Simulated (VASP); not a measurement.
# AlCo3 (Pm-3m) in VASP: notebook

Runs on AlCo3. Level: PBEsol. Tasks: single point.

Program: VASP 6.6.1. These are calculated values, not measurements. Logs are shortened: lines on timing, memory, paths and dates and some standing lists are left out, and cuts for length are marked.

## (1) The cell of the first run

The structure is cubic, space group Pm-3m (No. 221). Conventional cell: a = 3.502 Å, b = 3.502 Å, c = 3.502 Å, α = 90.00°, β = 90.00°, γ = 90.00°. Co (site symmetry 4/mmm) has 8 Co at 2.48 Å and 4 Al at 2.48 Å within 3.3 Å. Al (site symmetry m-3m) has 12 Co at 2.48 Å within 3.3 Å.

## (2) Single point, PBEsol, collinear spin, ferromagnetic start (volume scaled by 0.94)

INCAR

```
  PREC = Accurate
  ENCUT = 520
  EDIFF = 1E-6
  ISMEAR = -1
  SIGMA = 0.05
  LREAL = False
  LASPH = True
  NELM = 150
  ALGO = Fast
  ISIF = 2
  LWAVE = False
  LCHARG = False
  ISPIN = 2
  MAGMOM = 2 2 2 0
  LORBIT = 11
  LMAXMIX = 4
  GGA = PS
  NBANDS = 27
```

KPOINTS

```
regular mesh
0
Gamma
  8 8 8
```

POSCAR

```
AlCo3
1.0
    3.5019694002      0.0000000000      0.0000000000
    0.0000000000      3.5019694002      0.0000000000
    0.0000000000      0.0000000000      3.5019694002
Co Al
3 1
Direct
    0.0000000000      0.5000000000      0.5000000000
    0.5000000000      0.0000000000      0.5000000000
    0.5000000000      0.5000000000      0.0000000000
    0.0000000000      0.0000000000      0.0000000000
```

Potentials or basis: VASP PAW PBE potentials, release 64 (Co, Al).

The run is started by

```sh
$ cat potpaw_PBE.64/Co/POTCAR potpaw_PBE.64/Al/POTCAR > POTCAR
$ mpirun -np 1 vasp_std > vasp.out
```

OUTCAR:

```text
PREC = Accurate
   ENCUT = 520
   EDIFF = 1E-6
   ISMEAR = -1
   LREAL = False
   LASPH = True
   NELM = 150
   ISIF = 2
   ISPIN = 2
   LORBIT = 11
   GGA = PS

 ion  position               nearest neighbor table
   1  0.000  0.500  0.500-   2 2.48   3 2.48   4 2.48   3 2.48   4 2.48   2 2.48   4 2.48   4 2.48
                             2 2.48   3 2.48   3 2.48   2 2.48
   2  0.500  0.000  0.500-   1 2.48   3 2.48   4 2.48   3 2.48   4 2.48   1 2.48   3 2.48   3 2.48
                             1 2.48   4 2.48   4 2.48   1 2.48
   3  0.500  0.500  0.000-   1 2.48   2 2.48   4 2.48   1 2.48   2 2.48   2 2.48   4 2.48   2 2.48
                             1 2.48   4 2.48   1 2.48   4 2.48
   4  0.000  0.000  0.000-   1 2.48   2 2.48   3 2.48   1 2.48   2 2.48   1 2.48   3 2.48   1 2.48
                             2 2.48   3 2.48   2 2.48   3 2.48

  LATTYP: Found a simple cubic cell.
 ALAT       =     3.5019694002

  Lattice vectors:

 A1 = (   3.5019694002,   0.0000000000,   0.0000000000)
 A2 = (   0.0000000000,   3.5019694002,   0.0000000000)
 A3 = (   0.0000000000,   0.0000000000,   3.5019694002)

Analysis of symmetry for initial positions (statically):
=====================================================================
 Subroutine PRICEL returns:
 Original cell was already a primitive cell.

 Routine SETGRP: Setting up the symmetry group for a
 simple cubic supercell.

 Subroutine GETGRP returns: Found 48 space group operations
 (whereof 48 operations were pure point group operations)
 out of a pool of 48 trial point group operations.

The static configuration has the point symmetry O_h .

Analysis of symmetry for dynamics (positions and initial velocities):
=====================================================================
 Subroutine PRICEL returns:
 Original cell was already a primitive cell.

 Routine SETGRP: Setting up the symmetry group for a
 simple cubic supercell.

 Subroutine GETGRP returns: Found 48 space group operations
 (whereof 48 operations were pure point group operations)
 out of a pool of 48 trial point group operations.

The dynamic configuration has the point symmetry O_h .

Analysis of structural, dynamic, and magnetic symmetry:
=====================================================================
 Subroutine PRICEL returns:
 Original cell was already a primitive cell.

 Routine SETGRP: Setting up the symmetry group for a
 simple cubic supercell.

 Subroutine GETGRP returns: Found 48 space group operations
 (whereof 48 operations were pure point group operations)
 out of a pool of 48 trial point group operations.
[... 133 lines left out ...]
   IVDW    =     0    specifies the selected vdW correction
   LEPSILON=     F    determine dielectric tensor
   LRPA    =     F    only Hartree local field effects (RPA)
 spin polarized calculation
 RMM-DIIS sequential band-by-band and
  energy-cutoff  :      520.00
  volume of cell :       42.95
 maximum number of plane-waves:      1189
 NGX is ok and might be reduce to    28
   NGX = 13   NGY = 13   NGZ = 13

 number of electron      29.9999967 magnetization       3.7021142

 Free energy of the ion-electron system (eV)
  ---------------------------------------------------
  ext. energy  EPLUGINS =         0.00000000
  ---------------------------------------------------
  free energy    TOTEN  =       -28.03545301 eV

  energy without entropy =      -27.98219506  energy(sigma->0) =      -28.00882403

 E-fermi :  10.7232     XC(G=0): -13.1987

 val. band max:       10.7226164150   @ k =   0.3750   0.3750   0.1250
 cond. band min:      10.7251090317   @ k =   0.5000   0.5000   0.3750
 fundamental gap:      0.0024926167
 Fermi energy:        10.7231742888

 spin component 1

 k-point     1 :       0.0000    0.0000    0.0000
  band No.  band energies     occupation
      1       0.3958      1.00000
      2       5.4412      1.00000
      3       6.4525      1.00000
      4       6.4525      1.00000
      5       6.8307      1.00000
      6       6.8307      1.00000
[... 709 lines left out ...]
     26      25.0973      0.00000
     27      25.8933      0.00000

 [... further k-points ...]

 spin component 2

 k-point     1 :       0.0000    0.0000    0.0000
  band No.  band energies     occupation
      1       0.4510      1.00000
      2       6.3747      1.00000
      3       7.2813      1.00000
      4       7.2813      1.00000
      5       7.7907      1.00000
      6       7.7907      1.00000
[... 709 lines left out ...]
     26      25.3203      0.00000
     27      25.9432      0.00000

 [... further k-points ...]

------------------------ aborting loop because EDIFF is reached ----------------------------------------

  FORCE on cell =-STRESS in cart. coord.  units (eV):
  Direction    XX          YY          ZZ          XY          YZ          ZX
  --------------------------------------------------------------------------------------
  -------------------------------------------------------------------------------------
  Total        1.2308744      1.2308744      1.2308744      0.0000000      0.0000000      0.0000000
  in kB       45.9184576     45.9184576     45.9184576      0.0000000      0.0000000      0.0000000
  external PRESSURE =      45.9184576 kB  Pullay stress =       0.0000000 kB

 VOLUME and BASIS-vectors are now :
 -----------------------------------------------------------------------------
  energy-cutoff  :      520.00
  volume of cell :       42.95
      direct lattice vectors                 reciprocal lattice vectors
     3.501969400  0.000000000  0.000000000     0.285553609  0.000000000  0.000000000
     0.000000000  3.501969400  0.000000000     0.000000000  0.285553609  0.000000000
     0.000000000  0.000000000  3.501969400     0.000000000  0.000000000  0.285553609

 POSITION                                       TOTAL-FORCE (eV/Angst)
 -----------------------------------------------------------------------------------
      0.00000      1.75098      1.75098         0.000000      0.000000      0.000000
      1.75098      0.00000      1.75098         0.000000      0.000000      0.000000
      1.75098      1.75098      0.00000         0.000000      0.000000      0.000000
      0.00000      0.00000      0.00000         0.000000      0.000000      0.000000
 -----------------------------------------------------------------------------------
    total drift:                                0.000000      0.000000      0.000000

  FREE ENERGIE OF THE ION-ELECTRON SYSTEM (eV)
  ---------------------------------------------------
  free  energy   TOTEN  =       -28.0354530058 eV

  energy  without entropy=      -27.9821950564  energy(sigma->0) =      -28.00882403

 total charge

# of ion       s       p       d       tot
------------------------------------------
    1        0.499   0.563   7.358   8.420
    2        0.499   0.563   7.358   8.420
    3        0.499   0.563   7.358   8.420
    4        0.416   0.441   0.000   0.857
--------------------------------------------------
tot          1.913   2.131  22.074  26.118

 magnetization (x)

# of ion       s       p       d       tot
------------------------------------------
    1       -0.002  -0.001   1.261   1.259
    2       -0.002  -0.001   1.261   1.259
    3       -0.002  -0.001   1.261   1.259
    4       -0.002  -0.035   0.000  -0.037
--------------------------------------------------
tot         -0.007  -0.038   3.783   3.739
```

OSZICAR:

```text
N       E                     dE             d eps       ncg     rms          rms(c)
DAV:   1     0.179558139391E+03    0.17956E+03   -0.12690E+04  3860   0.138E+03
DAV:   2    -0.221364714735E+02   -0.20169E+03   -0.18612E+03  3798   0.278E+02
DAV:   3    -0.327454953076E+02   -0.10609E+02   -0.10033E+02  4161   0.824E+01
DAV:   4    -0.329517747608E+02   -0.20628E+00   -0.20593E+00  4509   0.107E+01
DAV:   5    -0.329601450247E+02   -0.83703E-02   -0.83694E-02  5026   0.186E+00    0.221E+01
RMM:   6    -0.319179467508E+02    0.10422E+01   -0.34746E+01  4237   0.596E+01    0.173E+01
RMM:   7    -0.281498332427E+02    0.37681E+01   -0.85111E+00  3979   0.306E+01    0.501E+00
RMM:   8    -0.280556781956E+02    0.94155E-01   -0.58046E-02  4396   0.176E+00    0.178E+00
RMM:   9    -0.280390914171E+02    0.16587E-01   -0.20372E-02  4720   0.743E-01    0.836E-01
RMM:  10    -0.280367358699E+02    0.23555E-02   -0.80762E-03  4569   0.559E-01    0.401E-01
RMM:  11    -0.280354034911E+02    0.13324E-02   -0.32214E-03  4940   0.409E-01    0.160E-01
RMM:  12    -0.280355371678E+02   -0.13368E-03   -0.10711E-03  5296   0.199E-01    0.120E-01
RMM:  13    -0.280354822381E+02    0.54930E-04   -0.19208E-04  5355   0.836E-02    0.887E-02
RMM:  14    -0.280354572868E+02    0.24951E-04   -0.53454E-05  5033   0.399E-02    0.322E-02
RMM:  15    -0.280354519960E+02    0.52909E-05   -0.19443E-05  4438   0.401E-02    0.115E-02
RMM:  16    -0.280354530958E+02   -0.10999E-05   -0.82250E-06  4389   0.142E-02    0.625E-03
RMM:  17    -0.280354530058E+02    0.90073E-07   -0.11495E-06  2568   0.772E-03
   1 F= -.28035453E+02 E0= -.28008824E+02  d E =-.532579E-01  mag=     3.7020
```

stdout:

```text
POSCAR found type information on POSCAR CoAl
 POSCAR found :  2 types and       4 ions
 scaLAPACK will be used
 -----------------------------------------------------------------------------
|                                                                             |
|                                                                             |
|     You enforced a specific xc type in the INCAR file but a different       |
|     I HOPE YOU KNOW WHAT YOU ARE DOING!                                     |
|                                                                             |
 -----------------------------------------------------------------------------

 LDA part: xc-table for (Slater+PW92), standard interpolation
 POSCAR, INCAR and KPOINTS ok, starting setup
 FFT: planning ... GRIDC
 FFT: planning ... GRID_SOFT
 FFT: planning ... GRID
 WAVECAR not read
 entering main loop
```

It took 2.4 min on 1 thread of AMD EPYC 7R43 (Zen 3), shared host; peak memory 0.16 GiB.

What came out:

| Quantity | Value |
| --- | --- |
| Free energy | -28.0355 eV |
| Pressure | 4.6 GPa |
| Net moment | 3.70 μB per cell |
| Site moments | Co +1.26; Al -0.04 μB |
| Valence electrons inside the program's atomic spheres | Co 8.42; Al 0.86 |

Caveat: the PAW data sets were made with another functional, which shifts forces and pressure a little.

## (3) Single point, PBEsol, collinear spin, ferromagnetic start (volume scaled by 0.96)

INCAR

```
SYSTEM = AlCo3
  PREC = Accurate
  ENCUT = 520
  EDIFF = 1E-6
  ISMEAR = -1
  SIGMA = 0.05
  LREAL = .False.
  LASPH = .True.
  NELM = 150
  ALGO = Normal
  ISIF = 2
  LWAVE = .False.
  LCHARG = .False.
  ISPIN = 2
  MAGMOM = 2 2 2 0
  LORBIT = 11
  LMAXMIX = 4
  GGA = PS
  NBANDS = 27
```

KPOINTS

```
regular mesh
0
Gamma
  8 8 8
  0 0 0
```

POSCAR

```
AlCo3
1.0
    3.5266319691      0.0000000000      0.0000000000
    0.0000000000      3.5266319691      0.0000000000
    0.0000000000      0.0000000000      3.5266319691
Co Al
3 1
Direct
    0.0000000000      0.5000000000      0.5000000000
    0.5000000000      0.0000000000      0.5000000000
    0.5000000000      0.5000000000      0.0000000000
    0.0000000000      0.0000000000      0.0000000000
```

Potentials or basis: VASP PAW PBE potentials, release 64 (Co, Al).

The run is started by

```sh
$ cat potpaw_PBE.64/Co/POTCAR potpaw_PBE.64/Al/POTCAR > POTCAR
$ mpirun -np 1 vasp_std > vasp.out
```

It took 2.1 min on 1 thread of AMD EPYC 7R43 (Zen 3), shared host; peak memory 0.17 GiB.

The run converged. Its results:

* Free energy: -28.0489 eV
* Pressure: 0.1 GPa
* Net moment: 3.77 μB per cell
* Site moments: Co +1.29; Al -0.04 μB
* Valence electrons inside the program's atomic spheres: Co 8.38; Al 0.84

Levels at points of the mesh, in eV from the Fermi level:
Spin up:
| k point | band 14 | band 15 | band 16 | band 17 | band 18 | band 19 | band 20 | band 21 |
| --- | --- | --- | --- | --- | --- | --- | --- | --- |
| (0.00, 0.00, 0.00) | -0.09 | -0.09 | -0.09 | 0.86 | 0.86 | 0.86 | 6.97 | 6.97 |
| (0.50, 0.00, 0.00) | -1.43 | -1.34 | -0.88 | -0.09 | 5.76 | 5.76 | 5.76 | 5.76 |
| (0.50, 0.50, 0.00) | -1.55 | -1.15 | -1.15 | -0.68 | 0.91 | 0.91 | 8.41 | 8.41 |
| (0.50, 0.50, 0.50) | -1.27 | -1.27 | -0.34 | -0.31 | -0.31 | -0.31 | 3.73 | 4.47 |
Spin down:
```tsv
k point	band 10	band 11	band 12	band 13	band 14	band 15	band 16	band 17
(0.00, 0.00, 0.00)	-0.45	0.61	0.61	0.89	0.89	0.89	1.06	1.26
(0.50, 0.00, 0.00)	-1.00	-0.86	-0.24	-0.23	-0.23	0.02	0.69	1.26
(0.50, 0.50, 0.00)	-1.26	-0.41	-0.40	-0.34	-0.34	0.09	0.11	0.25
(0.50, 0.50, 0.50)	-1.24	-0.36	-0.36	-0.36	-0.20	-0.06	-0.06	1.05
```

Caveat: the PAW data sets were made with another functional, which shifts forces and pressure a little.

## (4) Single point, PBEsol, collinear spin, ferromagnetic start (volume scaled by 1.02)

INCAR

```
SYSTEM = AlCo3
ALGO = Normal ; EDIFF = 1E-6
ENCUT = 520 ; GGA = PS
ISIF = 2 ; ISMEAR = -1
ISPIN = 2 ; LASPH = .TRUE.
LCHARG = .FALSE. ; LMAXMIX = 4
LORBIT = 11 ; LREAL = .FALSE.
LWAVE = .FALSE. ; MAGMOM = 2 2 2 0
NBANDS = 27 ; NELM = 150
PREC = Accurate ; SIGMA = 0.05
```

KPOINTS

```
k-points
0
G
  8 8 8
  0 0 0
```

POSCAR

```
AlCo3
1.0
    3.5986238423      0.0000000000      0.0000000000
    0.0000000000      3.5986238423      0.0000000000
    0.0000000000      0.0000000000      3.5986238423
Co Al
3 1
Direct
    0.0000000000      0.5000000000      0.5000000000
    0.5000000000      0.0000000000      0.5000000000
    0.5000000000      0.5000000000      0.0000000000
    0.0000000000      0.0000000000      0.0000000000
```

The run is started by

```sh
$ cat potpaw_PBE.64/Co/POTCAR potpaw_PBE.64/Al/POTCAR > POTCAR
$ mpirun -np 1 vasp_std > vasp.out
```

Wall time 2 min (1 thread of AMD EPYC 7R43 (Zen 3), shared host); peak memory 0.17 GiB.

The run converged. Its results:

| Item | Value |
| --- | --- |
| Free energy | -27.9517 eV |
| Pressure | -10.9 GPa |
| Net moment | 3.86 μB per cell |
| Site moments | Co +1.32; Al -0.04 μB |
| Valence electrons inside the program's atomic spheres | Co 8.26; Al 0.81 |

Levels at points of the mesh, in eV from the Fermi level:
Spin up:
| k point | band 14 | band 15 | band 16 | band 17 | band 18 | band 19 | band 20 | band 21 |
| --- | --- | --- | --- | --- | --- | --- | --- | --- |
| (0.00, 0.00, 0.00) | -0.23 | -0.23 | -0.23 | 0.79 | 0.79 | 0.79 | 6.55 | 6.55 |
| (0.50, 0.00, 0.00) | -1.45 | -1.38 | -0.96 | -0.23 | 5.38 | 5.38 | 5.49 | 5.49 |
| (0.50, 0.50, 0.00) | -1.57 | -1.19 | -1.19 | -0.74 | 0.71 | 0.71 | 7.96 | 8.05 |
| (0.50, 0.50, 0.50) | -1.30 | -1.30 | -0.43 | -0.43 | -0.43 | -0.32 | 3.24 | 4.07 |
Spin down:
```csv
k point,band 10,band 11,band 12,band 13,band 14,band 15,band 16,band 17
"(0.00, 0.00, 0.00)",-0.40,0.57,0.57,0.80,0.80,0.80,0.98,1.15
"(0.50, 0.00, 0.00)",-0.91,-0.78,-0.21,-0.21,-0.21,0.03,0.65,1.15
"(0.50, 0.50, 0.00)",-1.15,-0.37,-0.36,-0.30,-0.30,0.08,0.10,0.24
"(0.50, 0.50, 0.50)",-1.14,-0.31,-0.31,-0.31,-0.19,-0.05,-0.05,0.96
```

Caveat: the PAW data sets were made with another functional, which shifts forces and pressure a little.

## (5) Single point, PBEsol, collinear spin, ferromagnetic start (volume scaled by 1.06)

INCAR

```
SYSTEM = AlCo3
  ALGO = Fast
  EDIFF = 1E-6
  ENCUT = 520
  GGA = PS
  ISIF = 2
  ISMEAR = -1
  ISPIN = 2
  LASPH = .True.
  LCHARG = .False.
  LMAXMIX = 4
  LORBIT = 11
  LREAL = .False.
  LWAVE = .False.
  MAGMOM = 2 2 2 0
  NBANDS = 27
  NELM = 150
  PREC = Accurate
  SIGMA = 0.05
```

KPOINTS

```
k-points
0
Gamma
  8 8 8
  0 0 0
```

POSCAR

```
AlCo3
1.0
    3.6450628203      0.0000000000      0.0000000000
    0.0000000000      3.6450628203      0.0000000000
    0.0000000000      0.0000000000      3.6450628203
Co Al
3 1
Direct
    0.0000000000      0.5000000000      0.5000000000
    0.5000000000      0.0000000000      0.5000000000
    0.5000000000      0.5000000000      0.0000000000
    0.0000000000      0.0000000000      0.0000000000
```

The run is started by

```sh
$ cat potpaw_PBE.64/Co/POTCAR potpaw_PBE.64/Al/POTCAR > POTCAR
$ mpirun -np 1 vasp_std > vasp.out
```

Wall time 2.3 min (1 thread of AMD EPYC 7R43 (Zen 3), shared host); peak memory 0.17 GiB.

It converged, with:

```yaml
Free_energy: -27.7946 eV
Pressure: -16.5 GPa
Net_moment: 3.91 μB per cell
Site_moments: Co +1.35; Al -0.04 μB
Valence_electrons_inside_the_program's_atomic_spheres: Co 8.19; Al 0.79
```

Levels at points of the mesh, in eV from the Fermi level:
Spin up:
```
           k point  band 15  band 16  band 17  band 18  band 19  band 20
(0.00, 0.00, 0.00)    -0.31    -0.31     0.75     0.75     0.75     6.29
(0.50, 0.00, 0.00)    -1.40    -1.01    -0.31     5.15     5.15     5.33
(0.50, 0.50, 0.00)    -1.22    -1.21    -0.78     0.59     0.59     7.64
(0.50, 0.50, 0.50)    -1.31    -0.50    -0.50    -0.50    -0.29     2.95
```
Spin down:
```
           k point  band 10  band 11  band 12  band 13  band 14  band 15  band 16  band 17
(0.00, 0.00, 0.00)    -0.38     0.55     0.55     0.75     0.75     0.75     0.93     1.08
(0.50, 0.00, 0.00)    -0.85    -0.74    -0.20    -0.20    -0.19     0.03     0.62     1.08
(0.50, 0.50, 0.00)    -1.10    -0.34    -0.34    -0.27    -0.27     0.08     0.09     0.23
(0.50, 0.50, 0.50)    -1.07    -0.29    -0.29    -0.29    -0.18    -0.04    -0.04     0.91
```

Caveat: the PAW data sets were made with another functional, which shifts forces and pressure a little.

## (6) Summary

| cell | gap on the mesh (eV) | pressure (GPa) | moment (μB) |
| --- | --- | --- | --- |
| a = 3.502 Å, 4 atoms | none | 4.6 | 3.70 |
| a = 3.527 Å, 4 atoms | none | 0.1 | 3.77 |
| a = 3.599 Å, 4 atoms | none | -10.9 | 3.86 |
| a = 3.645 Å, 4 atoms | none | -16.5 | 3.91 |

Alike in all rows: task single point; level PBEsol; potentials or basis VASP PAW PBE potentials, release 64 (Co, Al); spin collinear, ferromagnetic start; k mesh 8 × 8 × 8; cutoff (eV) 520; smearing fermi-dirac 0.05 eV.

Caveats: the PAW data sets were made with another functional, which shifts forces and pressure a little.

Absolute energies hang on the potentials; compare differences alone.
